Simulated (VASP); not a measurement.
Write the native input for VASP 6.6.1 that does the following.

| Item | Value |
| --- | --- |
| Task | single point |
| Functional | PBE |
| Potentials or basis | VASP PAW PBE potentials, release 64 (Hf_pv, B) |
| Cutoff | 520 eV |
| k mesh | 16 × 16 × 16 |
| Occupations | gaussian, width 0.15 eV |
| Spin | no spin polarisation |
| Dipole correction | no |
| Further INCAR settings | ALGO = Normal; EDIFF = 1e-06; NBANDS = 14 |

The structure of HfB lies in POSCAR:

```
HfB
1.0
    0.0000000000      2.4168788130      2.4168788130
    2.5860603299      0.0000000000      2.4168788130
    2.5860603299      2.4168788130      0.0000000000
Hf B
1 1
Direct
    0.5000000000      0.5000000000      0.5000000000
    0.0000000000      0.0000000000      0.0000000000
```

These files were run (other wordings do the same):

INCAR

```
ALGO     = Normal         # electronic algorithm
EDIFF    = 1E-6           # SCF threshold, eV
ENCUT    = 520            # plane-wave cutoff, eV
GGA      = PE             # functional
ISIF     = 2              # what is computed and relaxed
ISMEAR   = 0              # smearing method
LASPH    = T              # aspherical terms in the spheres
LCHARG   = F              # write CHGCAR
LREAL    = F              # projectors in reciprocal space
LWAVE    = F              # write WAVECAR
NBANDS   = 14             # bands
NELM     = 60             # most SCF steps
PREC     = Accurate       # precision mode
SIGMA    = 0.15           # smearing width, eV
```

KPOINTS

```
k-points
0
Gamma
  16 16 16
```

Potentials or basis: VASP PAW PBE potentials, release 64 (Hf_pv, B).

Launch:

```console
$ cat potpaw_PBE.64/Hf_pv/POTCAR potpaw_PBE.64/B/POTCAR > POTCAR
$ mpirun -np 1 vasp_std > vasp.out
```

Results of the run:

```yaml
Pressure: -9.0 GPa
Band_gap_on_the_k_mesh: zero (an odd number of electrons rules out a gap without spin polarisation)
```

Caveat: the stress differs along the axes, from -20 to -4 GPa; spin-orbit coupling is left out, which moves the levels of the heavy elements; an odd number of electrons without spin polarisation forces a metal; a magnetic or distorted state may lie lower.

It took 70 s on 1 thread of Intel(R) Xeon(R) 6975P-C (Granite Rapids), with other jobs on the host, peak memory 0.28 GiB.
